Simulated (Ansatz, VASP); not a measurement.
EuS: VASP beside Ansatz

INCAR

```
PREC = Accurate
ENCUT = 600
EDIFF = 1E-6
ISMEAR = -1
SIGMA = 0.1
LREAL = False
LASPH = True
NELM = 200
ALGO = Normal
ISIF = 2
LWAVE = False
LCHARG = False
ISPIN = 2
MAGMOM = 9.1 0
LORBIT = 11
LMAXMIX = 6
GGA = PS
NBANDS = 22
GGA_COMPAT = False
```

Contents of KPOINTS:

```
regular mesh
0
Gamma
  10 10 10
```

File POSCAR:

```
EuS
1.0
    0.0000000000      2.9982257404      2.9982257404
    2.9982257404      0.0000000000      2.9982257404
    2.9982257404      2.9982257404      0.0000000000
Eu S
1 1
Direct
    0.0000000000      0.0000000000      0.0000000000
    0.5000000000      0.5000000000      0.5000000000
```

Input for Ansatz:

```yaml
crystal:
  lattice:
    - [0.0, 2.9982257404247967, 2.9982257404247967]
    - [2.9982257404247967, 0.0, 2.9982257404247967]
    - [2.9982257404247967, 2.9982257404247967, 0.0]
  atoms:
    - { symbol: Eu, position: [0.0, 0.0, 0.0], spin: 9.1 }
    - { symbol: S, position: [0.5, 0.5, 0.5] }
kpoints:
  mp_grid:
    grid: [10, 10, 10]
hamiltonian:
  xc: pbesol
  pseudopotentials:
    kind: all_electron
    relativity: none
    lapw: {}
magnetization:
  spin_polarized: true
scf:
  max_iter: 60
  mixing:
    algorithm: broyden
    preconditioner: resta
  occupations:
    method: fermi_dirac
```

Alike in both runs: task single point; functional PBEsol; k mesh 10 × 10 × 10; collinear spin.

|  | VASP | Ansatz |
| --- | --- | --- |
| version | VASP 6.6.1 | Ansatz 0.2.0 |
| potentials or method | VASP PAW PBE potentials, release 64 (Eu, S), cutoff 600 eV | all-electron (LAPW or listed datasets) |
| occupations | fermi-dirac, width 0.1 eV | fermi-dirac |

```tsv
	VASP	Ansatz	Ansatz less VASP
net moment per atom (μB)	3.48	3.50	+0.025
size of the moment on the site where the two differ most (μB)	6.58	7.00	+0.419
```

VASP's potentials were made for PBE, not for PBEsol. Site moments also hang on the region over which each program counts them. Ansatz ran all-electron here, and VASP with PAW potentials. Ansatz's warnings: given moment on shells, stability check not made.

Neither program's run includes spin-orbit coupling.
